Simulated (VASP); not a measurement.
# SnSe (P2_1/m) in VASP: notebook

The runs below take SnSe through single point, with PBE+D3(BJ).

Program: VASP 6.6.1. These are calculated values, not measurements. Logs are shortened: lines on timing, memory, paths and dates and some standing lists are left out, and cuts for length are marked.

### 1 The cell of the first run

The structure is monoclinic, space group P2_1/m (No. 11). The conventional cell has a = 4.388 Å, b = 4.167 Å, c = 12.484 Å, α = 90.00°, β = 90.00°, γ = 90.00°. Sn (site symmetry m) has 6 Se at 2.77 to 3.43 Å and 2 Sn at 3.51 Å within 3.6 Å. Sn (site symmetry m) has 5 Se at 2.77 to 3.28 Å within 3.6 Å. Se (site symmetry m) has 6 Sn at 2.77 to 3.43 Å within 3.6 Å. Se (site symmetry m) has 5 Sn at 2.77 to 3.28 Å within 3.6 Å.

### 2 Single point, PBE+D3(BJ) (the distance across one plane changed)

INCAR

```
SYSTEM = SnSe
ALGO     = Normal         ! electronic algorithm
EDIFF    = 1E-6           ! SCF threshold, eV
ENCUT    = 520            ! plane-wave cutoff, eV
GGA      = PE             ! functional
ISIF     = 2              ! what is computed and relaxed
ISMEAR   = 0              ! smearing method
IVDW     = 12             ! dispersion correction
LASPH    = .True.         ! aspherical terms in the spheres
LCHARG   = .False.        ! write CHGCAR
LREAL    = .False.        ! projectors in reciprocal space
LWAVE    = .False.        ! write WAVECAR
NBANDS   = 50             ! bands
NELM     = 60             ! most SCF steps
PREC     = Accurate       ! precision mode
SIGMA    = 0.05           ! smearing width, eV
```

KPOINTS

```
k-points
0
Gamma
  8 8 3
  0 0 0
```

POSCAR

```
SnSe
1.0
    0.0000000000     -4.1672321195      0.0000000000
    0.0000000000      0.0000000000     -4.3883961024
   12.4836155581      0.0000000000      0.0000000000
Sn Se
4 4
Direct
    0.7500000000      0.9039441748      0.5681785721
    0.2500000000      0.0960558252      0.3517164298
    0.2500000000      0.4039441748      0.8116639308
    0.7500000000      0.5960558252      0.1082310711
    0.7500000000      0.5230073193      0.3283971361
    0.2500000000      0.4769926807      0.5914978658
    0.2500000000      0.0230073193      0.1315503648
    0.7500000000      0.9769926807      0.7883446371
```

Potentials or basis: VASP PAW PBE potentials, release 64 (Sn_d, Se).

Command:

```console
$ cat potpaw_PBE.64/Sn_d/POTCAR potpaw_PBE.64/Se/POTCAR > POTCAR
$ mpirun -np 1 vasp_std > vasp.out
```

OUTCAR:

```text
SYSTEM = SnSe
   EDIFF = 1E-6
   ENCUT = 520
   GGA = PE
   ISIF = 2
   ISMEAR = 0
   IVDW = 12
   LASPH = .True.
   LREAL = .False.
   NELM = 60
   PREC = Accurate
 IVDW          = 12

 ion  position               nearest neighbor table
   1  0.750  0.904  0.568-   8 2.77   6 2.82   6 2.82   2 3.51   2 3.51
   2  0.250  0.096  0.352-   7 2.77   5 2.82   5 2.82   1 3.51   1 3.51
   3  0.250  0.404  0.812-   6 2.77   8 2.82   8 2.82
   4  0.750  0.596  0.108-   5 2.77   7 2.82   7 2.82
   5  0.750  0.523  0.328-   4 2.77   2 2.82   2 2.82
   6  0.250  0.477  0.591-   3 2.77   1 2.82   1 2.82
   7  0.250  0.023  0.132-   2 2.77   4 2.82   4 2.82
   8  0.750  0.977  0.788-   1 2.77   3 2.82   3 2.82

  LATTYP: Found a simple orthorhombic cell.
 ALAT       =     4.1672321195
 B/A-ratio  =     1.0530721535
 C/A-ratio  =     2.9956611967

  Lattice vectors:

 A1 = (   0.0000000000,  -4.1672321195,   0.0000000000)
 A2 = (   0.0000000000,   0.0000000000,  -4.3883961024)
 A3 = (  12.4836155581,   0.0000000000,   0.0000000000)

Analysis of symmetry for initial positions (statically):
=====================================================================
 Subroutine PRICEL returns:
 Original cell was already a primitive cell.

 Routine SETGRP: Setting up the symmetry group for a
 simple orthorhombic supercell.

 Subroutine GETGRP returns: Found  4 space group operations
 (whereof  1 operations were pure point group operations)
 out of a pool of  8 trial point group operations.

The static configuration has the point symmetry C_1 .
 The point group associated with its full space group is C_2h.

Analysis of symmetry for dynamics (positions and initial velocities):
=====================================================================
 Subroutine PRICEL returns:
 Original cell was already a primitive cell.

 Routine SETGRP: Setting up the symmetry group for a
 simple orthorhombic supercell.

 Subroutine GETGRP returns: Found  4 space group operations
 (whereof  1 operations were pure point group operations)
 out of a pool of  8 trial point group operations.

The dynamic configuration has the point symmetry C_1 .
 The point group associated with its full space group is C_2h.

 Subroutine INISYM returns: Found  4 space group operations
 (whereof  1 operations are pure point group operations),
 and found     1 'primitive' translations

----------------------------------------------------------------------------------------
[... 111 lines left out ...]
   ISIF   =      2    stress and relaxation
   ISYM   =      2    0-nonsym 1-usesym 2-fastsym
   POTIM  = 0.5000    time-step for ionic-motion
   TEBEG  =    0.0;   TEEND  =   0.0 temperature during run
   PSTRESS=    0.0 pullay stress
   NELECT =      80.0000    total number of electrons
   NUPDOWN=      -1.0000    fix difference up-down
   EMIN   =  10.00;   EMAX   =-10.00  energy-range for DOS
   EFERMI =   0.00;   METHOD = LEGACY
   ISMEAR =     0;   SIGMA  =   0.05  broadening in eV -4-tet -1-fermi 0-gaus
   EFERMI_NEDOS =   21; number of points for ismear=-14 and -15
   IALGO  =     38    algorithm
   IMIX   =      4    mixing-type and parameters
     AMIX     =   0.40;   BMIX     =  1.00
     AMIX_MAG =   1.60;   BMIX_MAG =  1.00
  volume/ion in A,a.u.               =      28.54       192.58
  Fermi-wavevector in a.u.,A,eV,Ry     =   1.154180  2.181084 18.124748  1.332131
  Thomas-Fermi vector in A             =   2.290818
   LORBIT       =      0    0 simple, 1 ext, 2 COOP (PROOUT), +10 PAW based schemes
   GGA     = PE    functional components
   LHFCALC =     F    Hartree Fock is set to
   AEXX    =    0.0000 exact exchange contribution
   IVDW    =    12    specifies the selected vdW correction
   LEPSILON=     F    determine dielectric tensor
   LRPA    =     F    only Hartree local field effects (RPA)
 non-spin polarized calculation
 Gauss-broadening in eV      SIGMA  =   0.05
  energy-cutoff  :      520.00
  volume of cell :      228.29
 maximum number of plane-waves:      6167
   NGX = 15   NGY = 17   NGZ = 47

 number of electron      79.9999973 magnetization

 Free energy of the ion-electron system (eV)
  ---------------------------------------------------
  ext. energy  EPLUGINS =         0.00000000
  ---------------------------------------------------
  free energy    TOTEN  =       -32.71072953 eV

  energy without entropy =      -32.71072953  energy(sigma->0) =      -32.71072953

 E-fermi :   5.0291     XC(G=0):  -9.3106

 val. band max:        4.8198668572   @ k =   0.0000   0.3750  -0.3333
 cond. band min:       5.2360629605   @ k =   0.0000   0.0000   0.0000
 fundamental gap:      0.4161961033
 Fermi energy:         5.0290815187

 k-point     1 :       0.0000    0.0000    0.0000
  band No.  band energies     occupation
      1     -16.5391      2.00000
      2     -16.5331      2.00000
      3     -16.5270      2.00000
      4     -16.5197      2.00000
      5     -16.5127      2.00000
      6     -16.5122      2.00000
[... 1261 lines left out ...]
     49       9.7191      0.00000
     50       9.8935      0.00000

 [... further k-points ...]

------------------------ aborting loop because EDIFF is reached ----------------------------------------

 Edisp (eV)   -2.73685

 E8    (eV) :    -1.2367

  FORCE on cell =-STRESS in cart. coord.  units (eV):
  Direction    XX          YY          ZZ          XY          YZ          ZX
  --------------------------------------------------------------------------------------
  -------------------------------------------------------------------------------------
  Total      -1.94474     0.87877     0.83062     0.00000     0.00000    -0.12506
  in kB     -13.64827     6.16722     5.82935     0.00000     0.00000    -0.87766
  external pressure =       -0.55 kB  Pullay stress =        0.00 kB

 VOLUME and BASIS-vectors are now :
 -----------------------------------------------------------------------------
  energy-cutoff  :      520.00
  volume of cell :      228.29
      direct lattice vectors                 reciprocal lattice vectors
     0.000000000 -4.167232120  0.000000000     0.000000000 -0.239967434  0.000000000
     0.000000000  0.000000000 -4.388396102     0.000000000  0.000000000 -0.227873687
    12.483615558  0.000000000  0.000000000     0.080104998  0.000000000  0.000000000

 POSITION                                       TOTAL-FORCE (eV/Angst)
 -----------------------------------------------------------------------------------
      7.09292     -3.12542     -3.96687         0.022138      0.000000     -0.033184
      4.39069     -1.04181     -0.42153        -0.022138      0.000000      0.033184
     10.13250     -1.04181     -1.77267         0.100575      0.000000     -0.053307
      1.35112     -3.12542     -2.61573        -0.100575      0.000000      0.053307
      4.09958     -3.12542     -2.29516        -0.063221      0.000000     -0.021349
      7.38403     -1.04181     -2.09323         0.063221      0.000000      0.021349
      1.64222     -1.04181     -0.10097        -0.102501      0.000000     -0.056272
      9.84139     -3.12542     -4.28743         0.102501      0.000000      0.056272
 -----------------------------------------------------------------------------------
    total drift:                                0.000086     -0.000000      0.000033

  FREE ENERGIE OF THE ION-ELECTRON SYSTEM (eV)
  ---------------------------------------------------
  free  energy   TOTEN  =       -35.4475813245 eV

  energy  without entropy=      -35.4475813245  energy(sigma->0) =      -35.44758132
```

OSZICAR:

```text
N       E                     dE             d eps       ncg     rms          rms(c)
DAV:   1     0.867040215129E+03    0.86704E+03   -0.36693E+04  6890   0.202E+03
DAV:   2     0.116931118260E+03   -0.75011E+03   -0.72633E+03  6524   0.577E+02
DAV:   3    -0.231795497480E+02   -0.14011E+03   -0.13359E+03  7646   0.201E+02
DAV:   4    -0.331681917876E+02   -0.99886E+01   -0.97925E+01  7646   0.542E+01
DAV:   5    -0.335124277005E+02   -0.34424E+00   -0.34291E+00  7788   0.106E+01    0.643E+00
DAV:   6    -0.327129559452E+02    0.79947E+00   -0.13608E+00  8948   0.578E+00    0.398E+00
DAV:   7    -0.327126479890E+02    0.30796E-03   -0.62425E-01  8524   0.270E+00    0.157E+00
DAV:   8    -0.327103284623E+02    0.23195E-02   -0.67116E-02  8536   0.173E+00    0.354E-01
DAV:   9    -0.327103884420E+02   -0.59980E-04   -0.99274E-03  8202   0.724E-01    0.122E-01
DAV:  10    -0.327106068191E+02   -0.21838E-03   -0.12271E-03  8994   0.262E-01    0.699E-02
DAV:  11    -0.327107405978E+02   -0.13378E-03   -0.41289E-04  8116   0.109E-01    0.242E-02
DAV:  12    -0.327107279056E+02    0.12692E-04   -0.41190E-05  8178   0.547E-02    0.105E-02
DAV:  13    -0.327107293509E+02   -0.14453E-05   -0.12112E-05  6252   0.158E-02    0.259E-03
DAV:  14    -0.327107295298E+02   -0.17892E-06   -0.77626E-07  4302   0.629E-03
   1 F= -.35447581E+02 E0= -.35447581E+02  d E =-.126718E-10
```

Wall time 6.6 min (1 thread of Intel Xeon 6975P-C (Granite Rapids), shared host); peak memory 0.71 GiB.

What came out:

```
Free energy                : -35.4476 eV
Pressure                   : -0.1 GPa
Largest force              : 0.117 eV/Å
Band gap on the k mesh     : 0.42 eV (least direct gap 0.84 eV)
Dispersion energy per atom : -0.342 eV
```

Forces in eV/Å, atoms in the order of the input:
```
Sn   0.022  0.000 -0.033
Sn  -0.022  0.000  0.033
Sn   0.101  0.000 -0.053
Sn  -0.101  0.000  0.053
Se  -0.063  0.000 -0.021
Se   0.063  0.000  0.021
Se  -0.103  0.000 -0.056
Se   0.103  0.000  0.056
```

Stress tensor (GPa, compression positive):
```
-1.36  0.00 -0.09
 0.00  0.62  0.00
-0.09  0.00  0.58
```

Caveat: the cell differs from its parent crystal (the distance across one plane changed); spin-orbit coupling is left out, which moves the levels of the heavy elements; an odd mesh through Γ misses points on the zone boundary, where band edges can lie.

### 3 Single point, PBE+D3(BJ)

This run uses another cell than the first one, of 30.82 Å³/atom.

INCAR

```
ALGO = Normal ; EDIFF = 1E-6
ENCUT = 520 ; GGA = PE
ISIF = 2 ; ISMEAR = 0
IVDW = 12 ; LASPH = T
LCHARG = T ; LELF = T
LREAL = F ; LVHAR = T
LWAVE = F ; NBANDS = 50
NELM = 80 ; PREC = Accurate
SIGMA = 0.05
```

KPOINTS

```
k-points
0
Gamma
  8 8 3
```

POSCAR

```
SnSe
1.0
    0.0000000000     -4.1672321195      0.0000000000
    0.0000000000      0.0000000000     -4.3883961024
   13.4836155581      0.0000000000      0.0000000000
Sn Se
4 4
Direct
    0.7500000000      0.9039441748      0.5260401286
    0.2500000000      0.0960558252      0.3256317029
    0.2500000000      0.4039441748      0.7514676187
    0.7500000000      0.5960558252      0.1002042129
    0.7500000000      0.5230073193      0.3040418633
    0.2500000000      0.4769926807      0.5476299683
    0.2500000000      0.0230073193      0.1217940525
    0.7500000000      0.9769926807      0.7298777790
```

Potentials or basis: VASP PAW PBE potentials, release 64 (Sn_d, Se).

Command:

```console
$ cat potpaw_PBE.64/Sn_d/POTCAR potpaw_PBE.64/Se/POTCAR > POTCAR
$ mpirun -np 1 vasp_std > vasp.out
```

Wall time 16 min (1 thread of Oxide Virtual Turin-like, shared host); peak memory 0.7 GiB.

Results (log left out):

```
Free energy                : -35.2200 eV
Pressure                   : 0.2 GPa
Largest force              : 0.080 eV/Å
Band gap on the k mesh     : 0.53 eV (least direct gap 0.94 eV)
Dispersion energy per atom : -0.323 eV
```

Forces in eV/Å, atoms in the order of the input:
```
Sn   0.020  0.000 -0.036
Sn  -0.020  0.000  0.036
Sn  -0.007  0.000 -0.058
Sn   0.007  0.000  0.058
Se  -0.076  0.000 -0.024
Se   0.076  0.000  0.024
Se  -0.039  0.000 -0.052
Se   0.039  0.000  0.052
```

Stress tensor (GPa, compression positive):
```
-0.98  0.00 -0.08
 0.00  0.86  0.00
-0.08  0.00  0.82
```

Levels at points of the mesh, in eV from the valence-band top:
```tsv
k point	band 38	band 39	band 40	band 41	band 42	band 43
(0.00, 0.00, 0.00)	-1.71	-0.49	-0.41	0.53	2.95	2.96
(0.50, 0.00, 0.00)	-1.02	-0.61	-0.61	1.17	1.17	1.43
(0.00, 0.50, 0.00)	-0.59	-0.31	-0.16	1.24	1.37	1.52
(0.50, 0.50, 0.00)	-2.01	-1.49	-1.49	2.70	2.70	2.89
```

Caveat: spin-orbit coupling is left out, which moves the levels of the heavy elements; an odd mesh through Γ misses points on the zone boundary, where band edges can lie.

### 4 Single point, PBE+D3(BJ) (the distance across one plane changed)

INCAR

```
ALGO     = Normal         # electronic algorithm
EDIFF    = 1E-6           # SCF threshold, eV
ENCUT    = 520            # plane-wave cutoff, eV
GGA      = PE             # functional
ISIF     = 2              # what is computed and relaxed
ISMEAR   = 0              # smearing method
IVDW     = 12             # dispersion correction
LASPH    = T              # aspherical terms in the spheres
LCHARG   = F              # write CHGCAR
LREAL    = F              # projectors in reciprocal space
LWAVE    = F              # write WAVECAR
NBANDS   = 50             # bands
NELM     = 80             # most SCF steps
PREC     = Accurate       # precision mode
SIGMA    = 0.05           # smearing width, eV
```

KPOINTS is that of step 3.

POSCAR

```
SnSe
1.0
    0.0000000000     -4.1672321195      0.0000000000
    0.0000000000      0.0000000000     -4.3883961024
   11.9836155581      0.0000000000      0.0000000000
Sn Se
4 4
Direct
    0.7500000000      0.9039441748      0.5918850474
    0.2500000000      0.0960558252      0.3663913177
    0.2500000000      0.4039441748      0.8455295003
    0.7500000000      0.5960558252      0.1127468648
    0.7500000000      0.5230073193      0.3420990584
    0.2500000000      0.4769926807      0.6161773068
    0.2500000000      0.0230073193      0.1370391242
    0.7500000000      0.9769926807      0.8212372409
```

Command:

```console
$ cat potpaw_PBE.64/Sn_d/POTCAR potpaw_PBE.64/Se/POTCAR > POTCAR
$ mpirun -np 1 vasp_std > vasp.out
```

Run time: 12 min. Hardware: 1 thread of Oxide Virtual Turin-like, shared host; peak memory 0.65 GiB.

The run converged. Its results:

| Item | Value |
| --- | --- |
| Free energy | -35.6144 eV |
| Pressure | -0.3 GPa |
| Largest force | 0.145 eV/Å |
| Band gap on the k mesh | 0.46 eV (least direct gap 0.88 eV) |
| Dispersion energy per atom | -0.354 eV |

Forces in eV/Å, atoms in the order of the input:
```
Sn   0.018  0.000 -0.028
Sn  -0.018  0.000  0.028
Sn   0.119  0.000 -0.059
Sn  -0.119  0.000  0.059
Se  -0.053  0.000 -0.019
Se   0.053  0.000  0.019
Se  -0.129  0.000 -0.066
Se   0.129  0.000  0.066
```

Stress tensor (GPa, compression positive):
```
-1.28  0.00 -0.08
 0.00  0.17  0.00
-0.08  0.00  0.13
```

Levels at points of the mesh, in eV from the valence-band top:
```
           k point  band 37  band 38  band 39  band 40  band 41  band 42  band 43  band 44
(0.00, 0.00, 0.00)    -1.65    -1.56    -0.56    -0.44     0.46     3.05     3.10     3.21
(0.50, 0.00, 0.00)    -0.99    -0.99    -0.60    -0.60     1.06     1.06     1.40     1.40
(0.00, 0.50, 0.00)    -0.76    -0.72    -0.22    -0.17     1.29     1.33     1.52     1.63
(0.50, 0.50, 0.00)    -2.20    -2.20    -1.49    -1.49     2.61     2.61     3.00     3.00
```

Caveat: the cell differs from its parent crystal (the distance across one plane changed); spin-orbit coupling is left out, which moves the levels of the heavy elements; an odd mesh through Γ misses points on the zone boundary, where band edges can lie.

### 5 Summary

```tsv
cell	gap on the mesh (eV)	pressure (GPa)	largest force (eV/Å)
a = 4.167, b = 4.388, c = 12.484 Å, 8 atoms	0.42	-0.1	0.12
a = 4.167, b = 4.388, c = 13.484 Å, 8 atoms	0.53	0.2	0.08
a = 4.167, b = 4.388, c = 11.984 Å, 8 atoms	0.46	-0.3	0.15
```

Alike in all rows: task single point; level PBE+D3(BJ); potentials or basis VASP PAW PBE potentials, release 64 (Sn_d, Se); no spin polarisation; k mesh 8 × 8 × 3; cutoff (eV) 520; smearing gaussian 0.05 eV.

Caveats: spin-orbit coupling is left out, which moves the levels of the heavy elements; an odd mesh through Γ misses points on the zone boundary, where band edges can lie.

Absolute energies hang on the potentials; compare differences alone.
